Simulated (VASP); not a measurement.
# RbGe (Fm-3m) in VASP: notebook

RbGe is run at these levels: LDA; tasks: single point.

Everything below comes from runs of VASP 6.6.1. Logs are shortened: lines on timing, memory, paths and dates and some standing lists are left out, and cuts for length are marked.

### Step 1. The cell of the first run

The structure is cubic, space group Fm-3m (No. 225). Conventional cell: a = 7.186 Å, b = 7.186 Å, c = 7.186 Å, α = 90.00°, β = 90.00°, γ = 90.00°. Within 4.7 Å of Rb (site symmetry m-3m) lie 6 Ge at 3.59 Å. Ge (site symmetry m-3m) has 6 Rb at 3.59 Å within 4.7 Å.

### Step 2. Single point, LDA

File INCAR:

```
PREC = Accurate ; ENCUT = 520
EDIFF = 1E-6 ; ISMEAR = -1
SIGMA = 0.1 ; LREAL = F
LASPH = T ; NELM = 100
ALGO = Normal ; ISIF = 2
LWAVE = F ; LCHARG = T
GGA = CA ; LELF = T
LVHAR = T ; NBANDS = 18
```

File KPOINTS:

```
regular mesh
0
Gamma
  7 7 7
```

File POSCAR:

```
RbGe
1.0
    0.0000000000      3.5930720000      3.5930720000
    3.5930720000      0.0000000000      3.5930720000
    3.5930720000      3.5930720000      0.0000000000
Rb Ge
1 1
Direct
    0.0000000000      0.0000000000      0.0000000000
    0.5000000000      0.5000000000      0.5000000000
```

Potentials or basis: VASP PAW LDA potentials, release 64 (Rb_sv, Ge_d).

On the command line:

```console
cat potpaw_LDA.64/Rb_sv/POTCAR potpaw_LDA.64/Ge_d/POTCAR > POTCAR
mpirun -np 1 vasp_std > vasp.out
```

OUTCAR:

```text
PREC = Accurate
   ENCUT = 520
   EDIFF = 1E-6
   ISMEAR = -1
   LREAL = F
   LASPH = T
   NELM = 100
   ISIF = 2
   GGA = CA

 ion  position               nearest neighbor table
   1  0.000  0.000  0.000-   2 3.59   2 3.59   2 3.59   2 3.59   2 3.59   2 3.59
   2  0.500  0.500  0.500-   1 3.59   1 3.59   1 3.59   1 3.59   1 3.59   1 3.59

  LATTYP: Found a face centered cubic cell.
 ALAT       =     7.1861440000

  Lattice vectors:

 A1 = (   0.0000000000,   3.5930720000,   3.5930720000)
 A2 = (   3.5930720000,   0.0000000000,   3.5930720000)
 A3 = (   3.5930720000,   3.5930720000,   0.0000000000)

Analysis of symmetry for initial positions (statically):
=====================================================================
 Subroutine PRICEL returns:
 Original cell was already a primitive cell.

 Routine SETGRP: Setting up the symmetry group for a
 face centered cubic supercell.

 Subroutine GETGRP returns: Found 48 space group operations
 (whereof 48 operations were pure point group operations)
 out of a pool of 48 trial point group operations.

The static configuration has the point symmetry O_h .

Analysis of symmetry for dynamics (positions and initial velocities):
=====================================================================
 Subroutine PRICEL returns:
 Original cell was already a primitive cell.

 Routine SETGRP: Setting up the symmetry group for a
 face centered cubic supercell.

 Subroutine GETGRP returns: Found 48 space group operations
 (whereof 48 operations were pure point group operations)
 out of a pool of 48 trial point group operations.

The dynamic configuration has the point symmetry O_h .

 Subroutine INISYM returns: Found 48 space group operations
 (whereof 48 operations are pure point group operations),
 and found     1 'primitive' translations

----------------------------------------------------------------------------------------

                                     Primitive cell

  volume of cell :      92.7743

  direct lattice vectors                    reciprocal lattice vectors
     0.000000000  3.593072000  3.593072000    -0.139156688  0.139156688  0.139156688
     3.593072000  0.000000000  3.593072000     0.139156688 -0.139156688  0.139156688
     3.593072000  3.593072000  0.000000000     0.139156688  0.139156688 -0.139156688

  length of vectors
     5.081371153  5.081371153  5.081371153     0.241026454  0.241026454  0.241026454

  position of ions in fractional coordinates (direct lattice)
     0.000000000  0.000000000  0.000000000
     0.500000000  0.500000000  0.500000000

  ion indices of the primitive-cell ions
   primitive index   ion index
                 1           1
                 2           2

----------------------------------------------------------------------------------------

 KPOINTS: regular mesh

Automatic generation of k-mesh.
 Grid dimensions read from file:
 generate k-points for:    7    7    7

 Generating k-lattice:

  Cartesian coordinates                     Fractional coordinates (reciprocal lattice)
    -0.019879527  0.019879527  0.019879527     0.142857143  0.000000000  0.000000000
     0.019879527 -0.019879527  0.019879527     0.000000000  0.142857143  0.000000000
     0.019879527  0.019879527 -0.019879527     0.000000000  0.000000000  0.142857143

  Length of vectors
     0.034432351  0.034432351  0.034432351

  Shift w.r.t. Gamma in fractional coordinates (k-lattice)
     0.000000000  0.000000000  0.000000000

 Subroutine IBZKPT returns following result:
 ===========================================

 Found     20 irreducible k-points:

 Following reciprocal coordinates:
            Coordinates               Weight
  0.000000  0.000000  0.000000      1.000000
  0.142857  0.000000  0.000000      8.000000
  0.285714  0.000000  0.000000      8.000000
  0.428571  0.000000  0.000000      8.000000
  0.142857  0.142857  0.000000      6.000000
  0.285714  0.142857  0.000000     24.000000
[... 12 lines left out ...]
 -0.428571  0.428571  0.142857     24.000000
 -0.285714  0.428571  0.142857     24.000000
   k-points           NKPTS =     20   k-points in BZ     NKDIM =     20   number of bands    NBANDS=     18
   number of dos      NEDOS =    301   number of ions     NIONS =      2
   total plane-waves  NPLWV =  64000
   dimension x,y,z NGX =    40 NGY =   40 NGZ =   40
   dimension x,y,z NGXF=    80 NGYF=   80 NGZF=   80
   ions per type =               1   1
   NGX,Y,Z   is equivalent  to a cutoff of  13.09, 13.09, 13.09 a.u.
   NGXF,Y,Z  is equivalent  to a cutoff of  26.17, 26.17, 26.17 a.u.
 SYSTEM =  unknown system
   PREC   = accura    normal or accurate (medium, high low for compatibility)
   ISTART =      0    job   : 0-new  1-cont  2-samecut
   ICHARG =      2    charge: 1-file 2-atom 10-const
   ISPIN  =      1    spin polarized calculation?
   LNONCOLLINEAR =      F non collinear calculations
   LSORBIT =      F    spin-orbit coupling
   LASPH  =      T    aspherical Exc in radial PAW
   ENCUT  =  520.0 eV  38.22 Ry    6.18 a.u.   9.45  9.45  9.45*2*pi/ulx,y,z
   NELM   =    100;   NELMIN=  2; NELMDL= -5     # of ELM steps
   EDIFF  = 0.1E-05   stopping-criterion for ELM
   LREAL  =      F    real-space projection
   EDIFFG = 0.1E-04   stopping-criterion for IOM
   NSW    =      0    number of steps for IOM
   IBRION =     -1    ionic relax: 0-MD 1-quasi-New 2-CG
   NFREE  =      0    steps in history (QN), initial steepest desc. (CG)
   ISIF   =      2    stress and relaxation
   ISYM   =      2    0-nonsym 1-usesym 2-fastsym
   POTIM  = 0.5000    time-step for ionic-motion
   TEBEG  =    0.0;   TEEND  =   0.0 temperature during run
   PSTRESS=    0.0 pullay stress
   NELECT =      23.0000    total number of electrons
   NUPDOWN=      -1.0000    fix difference up-down
   EMIN   =  10.00;   EMAX   =-10.00  energy-range for DOS
   EFERMI =   0.00;   METHOD = LEGACY
   ISMEAR =    -1;   SIGMA  =   0.10  broadening in eV -4-tet -1-fermi 0-gaus
   EFERMI_NEDOS =   21; number of points for ismear=-14 and -15
   IALGO  =     38    algorithm
   IMIX   =      4    mixing-type and parameters
     AMIX     =   0.40;   BMIX     =  1.00
     AMIX_MAG =   1.60;   BMIX_MAG =  1.00
  volume/ion in A,a.u.               =      46.39       313.04
  Fermi-wavevector in a.u.,A,eV,Ry     =   1.028430  1.943451 14.390458  1.057669
  Thomas-Fermi vector in A             =   2.162426
   LORBIT       =      0    0 simple, 1 ext, 2 COOP (PROOUT), +10 PAW based schemes
   GGA     = CA    functional components
   LHFCALC =     F    Hartree Fock is set to
   AEXX    =    0.0000 exact exchange contribution
   IVDW    =     0    specifies the selected vdW correction
   LEPSILON=     F    determine dielectric tensor
   LRPA    =     F    only Hartree local field effects (RPA)
 non-spin polarized calculation
  energy-cutoff  :      520.00
  volume of cell :       92.77
 maximum number of plane-waves:      2541
 NGX is ok and might be reduce to    40
   NGX = 19   NGY = 19   NGZ = 19

 number of electron      23.0000011 magnetization

 Free energy of the ion-electron system (eV)
  ---------------------------------------------------
  ext. energy  EPLUGINS =         0.00000000
  ---------------------------------------------------
  free energy    TOTEN  =        -4.43130202 eV

  energy without entropy =       -4.28092191  energy(sigma->0) =       -4.35611196

 E-fermi :   0.1450     XC(G=0):  -7.5718

 val. band max:        0.1380867025   @ k =  -0.4286   0.4286   0.0000
 cond. band min:       0.1533624039   @ k =   0.1429   0.1429   0.0000
 fundamental gap:      0.0152757014
 Fermi energy:         0.1449719021

 k-point     1 :       0.0000    0.0000    0.0000
  band No.  band energies     occupation
      1     -26.7178      2.00000
      2     -24.6500      2.00000
      3     -24.6500      2.00000
      4     -24.6459      2.00000
      5     -24.6459      2.00000
      6     -24.6459      2.00000
[... 10 lines left out ...]
     17       4.3875      0.00000
     18       5.3641      0.00000

 k-point     2 :       0.1429    0.0000    0.0000
  band No.  band energies     occupation
      1     -26.7169      2.00000
      2     -24.6500      2.00000
      3     -24.6500      2.00000
      4     -24.6459      2.00000
      5     -24.6459      2.00000
      6     -24.6459      2.00000
[... 10 lines left out ...]
     17       4.6411      0.00000
     18       5.7482      0.00000

 k-point     3 :       0.2857    0.0000    0.0000
  band No.  band energies     occupation
      1     -26.7149      2.00000
      2     -24.6500      2.00000
      3     -24.6500      2.00000
      4     -24.6459      2.00000
      5     -24.6458      2.00000
      6     -24.6458      2.00000
[... 10 lines left out ...]
     17       5.3606      0.00000
     18       6.6928      0.00000

 k-point     4 :       0.4286    0.0000    0.0000
  band No.  band energies     occupation
      1     -26.7133      2.00000
      2     -24.6500      2.00000
      3     -24.6500      2.00000
      4     -24.6458      2.00000
      5     -24.6458      2.00000
      6     -24.6458      2.00000
[... 10 lines left out ...]
     17       6.2659      0.00000
     18       7.2172      0.00000

 k-point     5 :       0.1429    0.1429    0.0000
  band No.  band energies     occupation
      1     -26.7166      2.00000
      2     -24.6500      2.00000
      3     -24.6500      2.00000
      4     -24.6459      2.00000
      5     -24.6459      2.00000
      6     -24.6459      2.00000
[... 10 lines left out ...]
     17       4.9996      0.00000
     18       5.5176      0.00000

 k-point     6 :       0.2857    0.1429    0.0000
  band No.  band energies     occupation
      1     -26.7151      2.00000
      2     -24.6500      2.00000
      3     -24.6500      2.00000
      4     -24.6459      2.00000
      5     -24.6458      2.00000
      6     -24.6458      2.00000
[... 10 lines left out ...]
     17       5.6680      0.00000
     18       6.1137      0.00000

 k-point     7 :       0.4286    0.1429    0.0000
  band No.  band energies     occupation
      1     -26.7134      2.00000
      2     -24.6500      2.00000
      3     -24.6499      2.00000
      4     -24.6459      2.00000
      5     -24.6458      2.00000
      6     -24.6457      2.00000
[... 10 lines left out ...]
     17       6.4693      0.00000
     18       6.6367      0.00000

 k-point     8 :      -0.4286    0.1429    0.0000
  band No.  band energies     occupation
      1     -26.7128      2.00000
      2     -24.6500      2.00000
      3     -24.6499      2.00000
      4     -24.6458      2.00000
      5     -24.6458      2.00000
      6     -24.6457      2.00000
[... 10 lines left out ...]
     17       6.6196      0.00000
     18       6.8260      0.00000
[... 145 lines left out ...]
     17       6.8371      0.00000
     18       7.6491      0.00000

 k-point    16 :      -0.4286    0.4286    0.0000
  band No.  band energies     occupation
      1     -26.7121      2.00000
      2     -24.6499      2.00000
      3     -24.6494      2.00000
      4     -24.6460      2.00000
      5     -24.6456      2.00000
      6     -24.6456      2.00000
[... 10 lines left out ...]
     17       6.8006      0.00000
     18       6.9273      0.00000

 k-point    17 :       0.4286    0.2857    0.1429
  band No.  band energies     occupation
      1     -26.7137      2.00000
      2     -24.6500      2.00000
      3     -24.6498      2.00000
      4     -24.6459      2.00000
      5     -24.6457      2.00000
      6     -24.6457      2.00000
[... 10 lines left out ...]
     17       6.1568      0.00000
     18       6.7178      0.00000

 k-point    18 :      -0.4286    0.2857    0.1429
  band No.  band energies     occupation
      1     -26.7126      2.00000
      2     -24.6500      2.00000
      3     -24.6497      2.00000
      4     -24.6458      2.00000
      5     -24.6458      2.00000
      6     -24.6457      2.00000
[... 10 lines left out ...]
     17       6.7272      0.00000
     18       6.9697      0.00000

 k-point    19 :      -0.4286    0.4286    0.1429
  band No.  band energies     occupation
      1     -26.7122      2.00000
      2     -24.6499      2.00000
      3     -24.6495      2.00000
      4     -24.6459      2.00000
      5     -24.6457      2.00000
      6     -24.6456      2.00000
[... 10 lines left out ...]
     17       6.9028      0.00000
     18       6.9813      0.00000

 k-point    20 :      -0.2857    0.4286    0.1429
  band No.  band energies     occupation
      1     -26.7120      2.00000
      2     -24.6500      2.00000
      3     -24.6495      2.00000
      4     -24.6458      2.00000
      5     -24.6458      2.00000
      6     -24.6456      2.00000
[... 10 lines left out ...]
     17       6.5918      0.00000
     18       7.4259      0.00000

------------------------ aborting loop because EDIFF is reached ----------------------------------------

  FORCE on cell =-STRESS in cart. coord.  units (eV):
  Direction    XX          YY          ZZ          XY          YZ          ZX
  --------------------------------------------------------------------------------------
  -------------------------------------------------------------------------------------
  Total       -0.8467326     -0.8467326     -0.8467326      0.0000000     -0.0000000      0.0000000
  in kB      -14.6227519    -14.6227519    -14.6227519      0.0000000     -0.0000000      0.0000000
  external PRESSURE =     -14.6227519 kB  Pullay stress =       0.0000000 kB

 VOLUME and BASIS-vectors are now :
 -----------------------------------------------------------------------------
  energy-cutoff  :      520.00
  volume of cell :       92.77
      direct lattice vectors                 reciprocal lattice vectors
     0.000000000  3.593072000  3.593072000    -0.139156688  0.139156688  0.139156688
     3.593072000  0.000000000  3.593072000     0.139156688 -0.139156688  0.139156688
     3.593072000  3.593072000  0.000000000     0.139156688  0.139156688 -0.139156688

 POSITION                                       TOTAL-FORCE (eV/Angst)
 -----------------------------------------------------------------------------------
      0.00000      0.00000      0.00000        -0.000000      0.000000      0.000000
      3.59307      3.59307      3.59307         0.000000     -0.000000     -0.000000
 -----------------------------------------------------------------------------------
    total drift:                                0.000000     -0.000000      0.000000

  FREE ENERGIE OF THE ION-ELECTRON SYSTEM (eV)
  ---------------------------------------------------
  free  energy   TOTEN  =        -4.4313020169 eV

  energy  without entropy=       -4.2809219058  energy(sigma->0) =       -4.35611196
```

Wall time 50 s (1 thread of Intel Xeon 8259CL, shared host); peak memory 0.21 GiB.

What came out:

```yaml
Free_energy: -4.4313 eV
Pressure: -1.5 GPa
Band_gap_on_the_k_mesh: zero (an odd number of electrons rules out a gap without spin polarisation)
```

### Step 3. Single point, LDA

This run uses another cell than the first one, of 47.31 Å³/atom.

File INCAR:

```
SYSTEM = RbGe
PREC = Accurate ; ENCUT = 520
EDIFF = 1E-7 ; ISMEAR = -1
SIGMA = 0.1 ; LREAL = .False.
LASPH = .True. ; NELM = 80
ALGO = Normal ; ISIF = 2
LWAVE = .False. ; LCHARG = .True.
LELF = .True. ; LVHAR = .True.
NBANDS = 18
```

File KPOINTS:

```
regular mesh
0
Gamma
  7 7 7
  0 0 0
```

File POSCAR:

```
RbGe
1.0
    0.0000000000      3.6168678723      3.6168678723
    3.6168678723      0.0000000000      3.6168678723
    3.6168678723      3.6168678723      0.0000000000
Rb Ge
1 1
Direct
    0.0000000000      0.0000000000      0.0000000000
    0.5000000000      0.5000000000      0.5000000000
```

Potentials or basis: VASP PAW LDA potentials, release 64 (Rb_sv, Ge_d).

On the command line:

```console
cat potpaw_LDA.64/Rb_sv/POTCAR potpaw_LDA.64/Ge_d/POTCAR > POTCAR
mpirun -np 1 vasp_std > vasp.out
```

Wall time 53 s (1 thread of Intel Xeon 8259CL, shared host); peak memory 0.21 GiB.

The run converged. Its results:

```
Free energy            : -4.4139 eV
Pressure               : -1.6 GPa
Band gap on the k mesh : zero (an odd number of electrons rules out a gap without spin polarisation)
```

Levels at points of the mesh, in eV from the Fermi level:
```
           k point  band 9  band 10  band 11  band 12  band 13  band 14
(0.00, 0.00, 0.00)  -11.05    -7.80     0.88     0.88     0.88     2.35
```

### Step 4. Single point, LDA

This run uses another cell than the first one, of 48.24 Å³/atom.

File INCAR:

```
PREC = Accurate
ENCUT = 520
EDIFF = 1E-6
ISMEAR = -1
SIGMA = 0.1
LREAL = False
LASPH = True
NELM = 80
ALGO = Normal
ISIF = 2
LWAVE = False
LCHARG = True
GGA = CA
LELF = True
LVHAR = True
NBANDS = 18
```

File KPOINTS:

```
regular mesh
0
Gamma
  7 7 7
```

File POSCAR:

```
RbGe
1.0
    0.0000000000      3.6403546854      3.6403546854
    3.6403546854      0.0000000000      3.6403546854
    3.6403546854      3.6403546854      0.0000000000
Rb Ge
1 1
Direct
    0.0000000000      0.0000000000      0.0000000000
    0.5000000000      0.5000000000      0.5000000000
```

On the command line:

```console
cat potpaw_LDA.64/Rb_sv/POTCAR potpaw_LDA.64/Ge_d/POTCAR > POTCAR
mpirun -np 1 vasp_std > vasp.out
```

Wall time 43 s (1 thread of Intel Xeon 8259CL, shared host); peak memory 0.21 GiB.

Results (log left out):

| Property | Result |
| --- | --- |
| Free energy | -4.3951 eV |
| Pressure | -1.7 GPa |
| Band gap on the k mesh | zero (an odd number of electrons rules out a gap without spin polarisation) |

Levels at points of the mesh, in eV from the Fermi level:
```csv
k point,band 7,band 8,band 9,band 10,band 11,band 12,band 13,band 14,band 15,band 16
"(0.00, 0.00, 0.00)",-11.07,-11.07,-11.07,-7.78,0.86,0.86,0.86,2.28,4.23,4.23
```

### Step 5. Single point, LDA

This run uses another cell than the first one, of 49.17 Å³/atom.

File INCAR:

```
SYSTEM = RbGe
ALGO = Normal
EDIFF = 1E-6
ENCUT = 520
ISIF = 2
ISMEAR = -1
LASPH = .TRUE.
LCHARG = .FALSE.
LREAL = .FALSE.
LWAVE = .FALSE.
NBANDS = 18
NELM = 60
PREC = Accurate
SIGMA = 0.1
```

File KPOINTS:

```
k-points
0
G
  7 7 7
  0 0 0
```

File POSCAR:

```
RbGe
1.0
    0.0000000000      3.6635422831      3.6635422831
    3.6635422831      0.0000000000      3.6635422831
    3.6635422831      3.6635422831      0.0000000000
Rb Ge
1 1
Direct
    0.0000000000      0.0000000000      0.0000000000
    0.5000000000      0.5000000000      0.5000000000
```

On the command line:

```console
cat potpaw_LDA.64/Rb_sv/POTCAR potpaw_LDA.64/Ge_d/POTCAR > POTCAR
mpirun -np 1 vasp_std > vasp.out
```

It took 46 s on 1 thread of Intel Xeon 8259CL, shared host; peak memory 0.21 GiB.

Results (log left out):

- Free energy: -4.3751 eV
- Pressure: -1.8 GPa
- Band gap on the k mesh: zero (an odd number of electrons rules out a gap without spin polarisation)

Levels at points of the mesh, in eV from the Fermi level:
```csv
k point,band 7,band 8,band 9,band 10,band 11,band 12,band 13,band 14,band 15,band 16
"(0.00, 0.00, 0.00)",-11.09,-11.09,-11.09,-7.76,0.84,0.84,0.84,2.21,4.23,4.23
```

### Step 6. Summary

```csv
cell,gap on the mesh (eV),pressure (GPa)
"a = 5.081 Å, angles 60.0°, 2 atoms",none,-1.5
"a = 5.115 Å, angles 60.0°, 2 atoms",none,-1.6
"a = 5.148 Å, angles 60.0°, 2 atoms",none,-1.7
"a = 5.181 Å, angles 60.0°, 2 atoms",none,-1.8
```

Alike in all rows: task single point; level LDA; potentials or basis VASP PAW LDA potentials, release 64 (Rb_sv, Ge_d); no spin polarisation; k mesh 7 × 7 × 7; cutoff (eV) 520; smearing fermi-dirac 0.1 eV.

Total energies depend on the potentials used, so only differences within one code and one set of settings carry meaning.
